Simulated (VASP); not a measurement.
# Ir (P6_3/mmc) in VASP: single point with LDA

Aim: the single point of Ir with LDA.

Everything below comes from runs of VASP 6.6.1. Logs are shortened: lines on timing, memory, paths and dates and some standing lists are left out, and cuts for length are marked.

## (1) The cell of the first run

It takes space group P6_3/mmc (No. 194, hexagonal). The conventional cell has a = 2.705 Å, b = 2.705 Å, c = 4.388 Å, α = 90.00°, β = 90.00°, γ = 120.00°. Within 3.6 Å of Ir (site symmetry -6m2) lie 12 Ir at 2.69 to 2.70 Å.

This isn't the form of Ir at room conditions, which is fcc.

## (2) Single point, LDA

The input, INCAR:

```
  ALGO = Normal
  EDIFF = 1E-6
  ENCUT = 560
  GGA = CA
  GGA_COMPAT = F
  ISIF = 2
  ISMEAR = -1
  LASPH = T
  LCHARG = T
  LELF = T
  LREAL = F
  LVHAR = T
  LWAVE = F
  NBANDS = 24
  NELM = 120
  PREC = Accurate
  SIGMA = 0.05
```

The input, KPOINTS:

```
k-points
0
Gamma
  9 9 5
```

The input, POSCAR:

```
Ir
1.0
    2.7046182860      0.0000000000      0.0000000000
   -1.3523091430      2.3422681432      0.0000000000
    0.0000000000      0.0000000000      4.3880097921
Ir
2
Direct
    0.3333333333      0.6666666667      0.2500000000
    0.6666666667      0.3333333333      0.7500000000
```

Potentials or basis: VASP PAW LDA potentials, release 64 (Ir_sv_GW).

Run with:

```console
$ cat potpaw_LDA.64/Ir_sv_GW/POTCAR > POTCAR
$ mpirun -np 1 vasp_std > vasp.out
```

OUTCAR:

```text
EDIFF = 1E-6
   ENCUT = 560
   GGA = CA
   ISIF = 2
   ISMEAR = -1
   LASPH = T
   LREAL = F
   NELM = 120
   PREC = Accurate

 ion  position               nearest neighbor table
   1  0.333  0.667  0.250-   2 2.69   2 2.69   2 2.69   2 2.69   2 2.69   2 2.69
   2  0.667  0.333  0.750-   1 2.69   1 2.69   1 2.69   1 2.69   1 2.69   1 2.69

  LATTYP: Found a hexagonal cell.
 ALAT       =     2.7046182860
 C/A-ratio  =     1.6224137117

  Lattice vectors:

 A1 = (   2.7046182860,   0.0000000000,   0.0000000000)
 A2 = (  -1.3523091430,   2.3422681432,   0.0000000000)
 A3 = (   0.0000000000,   0.0000000000,   4.3880097921)

Analysis of symmetry for initial positions (statically):
=====================================================================
 Subroutine PRICEL returns:
 Original cell was already a primitive cell.

 Routine SETGRP: Setting up the symmetry group for a
 hexagonal supercell.

 Subroutine GETGRP returns: Found 24 space group operations
 (whereof 12 operations were pure point group operations)
 out of a pool of 24 trial point group operations.

The static configuration has the point symmetry D_3d.
 The point group associated with its full space group is D_6h.

Analysis of symmetry for dynamics (positions and initial velocities):
=====================================================================
 Subroutine PRICEL returns:
 Original cell was already a primitive cell.

 Routine SETGRP: Setting up the symmetry group for a
 hexagonal supercell.

 Subroutine GETGRP returns: Found 24 space group operations
 (whereof 12 operations were pure point group operations)
 out of a pool of 24 trial point group operations.

The dynamic configuration has the point symmetry D_3d.
 The point group associated with its full space group is D_6h.

 Subroutine INISYM returns: Found 24 space group operations
 (whereof 12 operations are pure point group operations),
 and found     1 'primitive' translations

----------------------------------------------------------------------------------------

                                     Primitive cell

  volume of cell :      27.7978

  direct lattice vectors                    reciprocal lattice vectors
     2.704618286  0.000000000  0.000000000     0.369737942  0.213468301  0.000000000
    -1.352309143  2.342268143  0.000000000     0.000000000  0.426936601  0.000000000
     0.000000000  0.000000000  4.388009792     0.000000000  0.000000000  0.227893749

  length of vectors
     2.704618286  2.704618286  4.388009792     0.426936601  0.426936601  0.227893749

  position of ions in fractional coordinates (direct lattice)
     0.333333333  0.666666667  0.250000000
     0.666666667  0.333333333  0.750000000

  ion indices of the primitive-cell ions
   primitive index   ion index
                 1           1
                 2           2

----------------------------------------------------------------------------------------

 KPOINTS: k-points

Automatic generation of k-mesh.
 Grid dimensions read from file:
 generate k-points for:    9    9    5

 Generating k-lattice:

  Cartesian coordinates                     Fractional coordinates (reciprocal lattice)
     0.041081994  0.023718700  0.000000000     0.111111111 -0.000000000  0.000000000
     0.000000000  0.047437400  0.000000000     0.000000000  0.111111111  0.000000000
     0.000000000  0.000000000  0.045578750     0.000000000  0.000000000  0.200000000

  Length of vectors
     0.047437400  0.047437400  0.045578750

  Shift w.r.t. Gamma in fractional coordinates (k-lattice)
     0.000000000  0.000000000  0.000000000

 Subroutine IBZKPT returns following result:
 ===========================================

 Found     36 irreducible k-points:

 Following reciprocal coordinates:
            Coordinates               Weight
  0.000000  0.000000  0.000000      1.000000
  0.111111  0.000000  0.000000      6.000000
  0.222222 -0.000000  0.000000      6.000000
  0.333333  0.000000  0.000000      6.000000
  0.444444 -0.000000  0.000000      6.000000
  0.111111  0.111111  0.000000      6.000000
[... 16 lines left out ...]
  0.333333  0.222222  0.200000     24.000000
  0.333333  0.333333  0.200000      4.000000
 [... further k-points ...]
   k-points           NKPTS =     36   k-points in BZ     NKDIM =     36   number of bands    NBANDS=     24
   number of dos      NEDOS =    301   number of ions     NIONS =      2
   total plane-waves  NPLWV =  20736
   dimension x,y,z NGX =    24 NGY =   24 NGZ =   36
   dimension x,y,z NGXF=    48 NGYF=   48 NGZF=   72
   ions per type =               2
   NGX,Y,Z   is equivalent  to a cutoff of  14.75, 14.75, 13.64 a.u.
   NGXF,Y,Z  is equivalent  to a cutoff of  29.50, 29.50, 27.28 a.u.
 SYSTEM =  unknown system
   PREC   = accura    normal or accurate (medium, high low for compatibility)
   ISTART =      0    job   : 0-new  1-cont  2-samecut
   ICHARG =      2    charge: 1-file 2-atom 10-const
   ISPIN  =      1    spin polarized calculation?
   LNONCOLLINEAR =      F non collinear calculations
   LSORBIT =      F    spin-orbit coupling
   LASPH  =      T    aspherical Exc in radial PAW
   ENCUT  =  560.0 eV  41.16 Ry    6.42 a.u.   5.22  5.22  8.47*2*pi/ulx,y,z
   NELM   =    120;   NELMIN=  2; NELMDL= -5     # of ELM steps
   EDIFF  = 0.1E-05   stopping-criterion for ELM
   LREAL  =      F    real-space projection
   EDIFFG = 0.1E-04   stopping-criterion for IOM
   NSW    =      0    number of steps for IOM
   IBRION =     -1    ionic relax: 0-MD 1-quasi-New 2-CG
   NFREE  =      0    steps in history (QN), initial steepest desc. (CG)
   ISIF   =      2    stress and relaxation
   ISYM   =      2    0-nonsym 1-usesym 2-fastsym
   POTIM  = 0.5000    time-step for ionic-motion
   TEBEG  =    0.0;   TEEND  =   0.0 temperature during run
   PSTRESS=    0.0 pullay stress
   NELECT =      34.0000    total number of electrons
   NUPDOWN=      -1.0000    fix difference up-down
   EMIN   =  10.00;   EMAX   =-10.00  energy-range for DOS
   EFERMI =   0.00;   METHOD = LEGACY
   ISMEAR =    -1;   SIGMA  =   0.05  broadening in eV -4-tet -1-fermi 0-gaus
   EFERMI_NEDOS =   21; number of points for ismear=-14 and -15
   IALGO  =     38    algorithm
   IMIX   =      4    mixing-type and parameters
     AMIX     =   0.40;   BMIX     =  1.00
     AMIX_MAG =   1.60;   BMIX_MAG =  1.00
  volume/ion in A,a.u.               =      13.90        93.79
  Fermi-wavevector in a.u.,A,eV,Ry     =   1.750778  3.308491 41.704898  3.065224
  Thomas-Fermi vector in A             =   2.821431
   LORBIT       =      0    0 simple, 1 ext, 2 COOP (PROOUT), +10 PAW based schemes
   GGA     = CA    functional components
   LHFCALC =     F    Hartree Fock is set to
   AEXX    =    0.0000 exact exchange contribution
   IVDW    =     0    specifies the selected vdW correction
   LEPSILON=     F    determine dielectric tensor
   LRPA    =     F    only Hartree local field effects (RPA)
 non-spin polarized calculation
  energy-cutoff  :      560.00
  volume of cell :       27.80
 maximum number of plane-waves:       846
 NGX is ok and might be reduce to    24
   NGX = 11   NGY = 11   NGZ = 17

 number of electron      34.0000000 magnetization

 Free energy of the ion-electron system (eV)
  ---------------------------------------------------
  ext. energy  EPLUGINS =         0.00000000
  ---------------------------------------------------
  free energy    TOTEN  =       -21.65632366 eV

  energy without entropy =      -21.63738255  energy(sigma->0) =      -21.64685310

 E-fermi :  13.0621     XC(G=0): -14.8976

 val. band max:       13.0194103802   @ k =   0.4444   0.1111   0.2000
 cond. band min:      13.0647089969   @ k =   0.3333   0.3333   0.0000
 fundamental gap:      0.0452986167
 Fermi energy:        13.0620626806

 k-point     1 :       0.0000    0.0000    0.0000
  band No.  band energies     occupation
      1     -79.5779      2.00000
      2     -79.5030      2.00000
      3     -37.1132      2.00000
      4     -36.3356      2.00000
      5     -36.3356      2.00000
      6     -36.2480      2.00000
[... 16 lines left out ...]
     23      28.7816      0.00000
     24      29.9620      0.00000

 k-point     2 :       0.1111    0.0000    0.0000
  band No.  band energies     occupation
      1     -79.5704      2.00000
      2     -79.4996      2.00000
      3     -37.0809      2.00000
      4     -36.4108      2.00000
      5     -36.3599      2.00000
      6     -36.2889      2.00000
[... 16 lines left out ...]
     23      29.3901      0.00000
     24      30.7437      0.00000

 k-point     3 :       0.2222   -0.0000    0.0000
  band No.  band energies     occupation
      1     -79.5510      2.00000
      2     -79.4913      2.00000
      3     -36.9914      2.00000
      4     -36.6001      2.00000
      5     -36.4808      2.00000
      6     -36.4189      2.00000
[... 16 lines left out ...]
     23      29.0675      0.00000
     24      29.8775      0.00000

 k-point     4 :       0.3333    0.0000    0.0000
  band No.  band energies     occupation
      1     -79.5273      2.00000
      2     -79.4837      2.00000
      3     -36.8692      2.00000
      4     -36.8151      2.00000
      5     -36.6903      2.00000
      6     -36.4833      2.00000
[... 16 lines left out ...]
     23      26.9530      0.00000
     24      27.3695      0.00000

 k-point     5 :       0.4444   -0.0000    0.0000
  band No.  band energies     occupation
      1     -79.5088      2.00000
      2     -79.4815      2.00000
      3     -36.9547      2.00000
      4     -36.8226      2.00000
      5     -36.7609      2.00000
      6     -36.5239      2.00000
[... 451 lines left out ...]
 k-point    22 :       0.2222    0.2222    0.2000
  band No.  band energies     occupation
      1     -79.5121      2.00000
      2     -79.4847      2.00000
      3     -36.8921      2.00000
      4     -36.8183      2.00000
      5     -36.6409      2.00000
      6     -36.5735      2.00000
[... 16 lines left out ...]
     23      25.5666      0.00000
     24      28.3482      0.00000

 k-point    23 :       0.3333    0.2222    0.2000
  band No.  band energies     occupation
      1     -79.4971      2.00000
      2     -79.4835      2.00000
      3     -36.9151      2.00000
      4     -36.8418      2.00000
      5     -36.6958      2.00000
      6     -36.5768      2.00000
[... 16 lines left out ...]
     23      24.9782      0.00000
     24      27.5459      0.00000

 k-point    24 :       0.3333    0.3333    0.2000
  band No.  band energies     occupation
      1     -79.4875      2.00000
      2     -79.4875      2.00000
      3     -36.8205      2.00000
      4     -36.8152      2.00000
      5     -36.8152      2.00000
      6     -36.6133      2.00000
[... 16 lines left out ...]
     23      24.6220      0.00000
     24      25.4537      0.00000

 [... further k-points ...]

------------------------ aborting loop because EDIFF is reached ----------------------------------------

  FORCE on cell =-STRESS in cart. coord.  units (eV):
  Direction    XX          YY          ZZ          XY          YZ          ZX
  --------------------------------------------------------------------------------------
  -------------------------------------------------------------------------------------
  Total       -0.0560361     -0.0560361     -0.0592402      0.0000000     -0.0000000      0.0000000
  in kB       -3.2297464     -3.2297464     -3.4144219      0.0000000     -0.0000000      0.0000000
  external PRESSURE =      -3.2913049 kB  Pullay stress =       0.0000000 kB

 VOLUME and BASIS-vectors are now :
 -----------------------------------------------------------------------------
  energy-cutoff  :      560.00
  volume of cell :       27.80
      direct lattice vectors                 reciprocal lattice vectors
     2.704618286  0.000000000  0.000000000     0.369737942  0.213468301  0.000000000
    -1.352309143  2.342268143  0.000000000     0.000000000  0.426936601  0.000000000
     0.000000000  0.000000000  4.388009792     0.000000000  0.000000000  0.227893749

 POSITION                                       TOTAL-FORCE (eV/Angst)
 -----------------------------------------------------------------------------------
     -0.00000      1.56151      1.09700        -0.000000     -0.000000      0.000000
      1.35231      0.78076      3.29101         0.000000      0.000000      0.000000
 -----------------------------------------------------------------------------------
    total drift:                               -0.000000      0.000000     -0.000000

  FREE ENERGIE OF THE ION-ELECTRON SYSTEM (eV)
  ---------------------------------------------------
  free  energy   TOTEN  =       -21.6563236581 eV

  energy  without entropy=      -21.6373825516  energy(sigma->0) =      -21.64685310
```

Wall time 19 s (1 thread of Intel Xeon Platinum 8375C at 2.90GHz (Ice Lake), shared host); peak memory 0.15 GiB.

Results:

* Free energy: -21.6563 eV
* Pressure: -0.3 GPa
* Band gap on the k mesh: zero (bands 17 and 18 overlap by 3.19 eV)

Levels at points of the mesh, in eV from the Fermi level:
| k point | band 13 | band 14 | band 15 | band 16 | band 17 | band 18 | band 19 | band 20 | band 21 | band 22 |
| --- | --- | --- | --- | --- | --- | --- | --- | --- | --- | --- |
| (0.00, 0.00, 0.00) | -3.91 | -3.23 | -3.23 | -2.41 | -2.41 | -0.76 | 0.34 | 0.34 | 7.31 | 13.75 |

Caveat: spin-orbit coupling is left out, which moves the levels of the heavy elements.

The gap in the log of VASP goes by the Fermi energy; the results here count the filled bands.